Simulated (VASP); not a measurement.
CoBr, 2 atoms in the cell. It takes space group P6/mmm (No. 191, hexagonal). Conventional cell: a = 3.498 Å, b = 3.498 Å, c = 4.502 Å, α = 90.00°, β = 90.00°, γ = 120.00°. Within 3.0 Å of Co (site symmetry 6/mmm) lie 2 Br at 2.25 Å. Br (site symmetry 6/mmm) has 2 Co at 2.25 Å within 3.0 Å. 

| Quantity | Value |
| --- | --- |
| Program | VASP 6.6.1 |
| Task | single point |
| Functional | PBE |
| Dispersion | D3(BJ) |
| Potentials or basis | VASP PAW PBE potentials, release 64 (Co, Br) |
| Cutoff | 520 eV |
| k mesh | 11 × 11 × 7 |
| Occupations | fermi-dirac, width 0.1 eV |
| Spin | collinear spin, ferromagnetic start |
| Starting moments | [2.5, 0.0] μB |
| Hubbard terms | Co d U = 3.0 eV |
| Dipole correction | no |
| Further INCAR settings | ALGO = Normal; EDIFF = 1e-06; NBANDS = 19 |

Potentials or basis: VASP PAW PBE potentials, release 64 (Co, Br).

Launch:

```bash
$ cat potpaw_PBE.64/Co/POTCAR potpaw_PBE.64/Br/POTCAR > POTCAR
$ mpirun -np 1 vasp_std > vasp.out
```

Hardware: 1 thread of Oxide Virtual Turin-like Processor, on a shared host.

Q: Estimate the wall time of this run.

A: Run time: 3.3 min on 1 thread of Oxide Virtual Turin-like Processor, with other jobs on the host, peak memory 0.23 GiB. Counts: scf iterations 21, k points 64.
